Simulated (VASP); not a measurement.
Wanted: the native input for a VASP 6.6.1 run.

```
Task                   : single point
Functional             : PBE
Potentials or basis    : VASP PAW PBE potentials, release 64 (Si, C)
Cutoff                 : 600 eV
k mesh                 : 6 × 6 × 6
Occupations            : gaussian, width 0.1 eV
Spin                   : collinear spin, ferromagnetic start
Starting moments       : [0.0, 0.0, 1.0] μB
Dipole correction      : no
Further INCAR settings : ALGO = Normal; EDIFF = 1e-06; NBANDS = 17
```

The structure of Si2C lies in POSCAR:

```
Si2C
1.0
    4.4324547400      0.0000000000      0.0000000000
   -2.2162273700      3.8386184100      0.0000000000
    0.0000000000      0.0000000000      2.8597836300
Si C
2 1
Direct
    0.3333333300      0.6666666700      0.5000000000
    0.6666666700      0.3333333300      0.5000000000
    0.0000000000      0.0000000000      0.0000000000
```

One way to write it, as run:

INCAR

```
SYSTEM = Si2C
  PREC = Accurate
  ENCUT = 600
  EDIFF = 1E-6
  ISMEAR = 0
  SIGMA = 0.1
  LREAL = .False.
  LASPH = .True.
  NELM = 200
  ALGO = Normal
  ISIF = 2
  LWAVE = .False.
  LCHARG = .False.
  ISPIN = 2
  MAGMOM = 0 0 1
  LORBIT = 11
  GGA = PE
  NBANDS = 17
  GGA_COMPAT = .False.
```

KPOINTS

```
Automatic mesh
0
Gamma
  6 6 6
  0 0 0
```

Potentials or basis: VASP PAW PBE potentials, release 64 (Si, C).

Launch:

```bash
$ cat potpaw_PBE.64/Si/POTCAR potpaw_PBE.64/C/POTCAR > POTCAR
$ mpirun -np 1 vasp_std > vasp.out
```

Results of the run:

| Property | Result |
| --- | --- |
| Pressure | -16.5 GPa |
| Band gap on the k mesh | zero (filled and empty bands overlap) |
| Net moment | 0.00 μB per cell |
| Valence electrons inside the program's atomic spheres | Si 1.49; C 2.00 |

Caveat: the k points lie up to 0.37 Å⁻¹ apart.

Wall time 19 s on 1 thread of Intel(R) Xeon(R) 6975P-C (Granite Rapids) (shared host), peak memory 0.21 GiB.
